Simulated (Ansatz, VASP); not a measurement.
# SrTe in VASP and in Ansatz

```
CELL_PARAMETERS angstrom
0.00000 3.35276 3.35276
3.35276 0.00000 3.35276
3.35276 3.35276 0.00000
ATOMIC_POSITIONS crystal
Sr 0.00000 0.00000 0.00000
Te 0.50000 0.50000 0.50000
```

Alike in both runs: task single point; functional PBE; k mesh 4 × 4 × 4; occupations methfessel-paxton of order 1, width 0.05 eV; no spin polarisation.

```csv
,VASP,Ansatz
version,VASP 6.6.1,Ansatz 0.2.0
potentials or method,"VASP PAW PBE potentials, release 64 (Sr_sv, Te)",plane waves
plane-wave cutoff (eV),500,420
valence electrons in the cell,16,26
```

```csv
,VASP,Ansatz,Ansatz less VASP
gap on the k mesh at the Fermi level (eV),1.74,1.76,+0.024
pressure (GPa),0.4,0.3,-0.09
```

VASP's potentials hold 16 valence electrons a cell and Ansatz's 26, so a difference there can come from the potentials and not from the codes.

Spin-orbit coupling is off throughout.
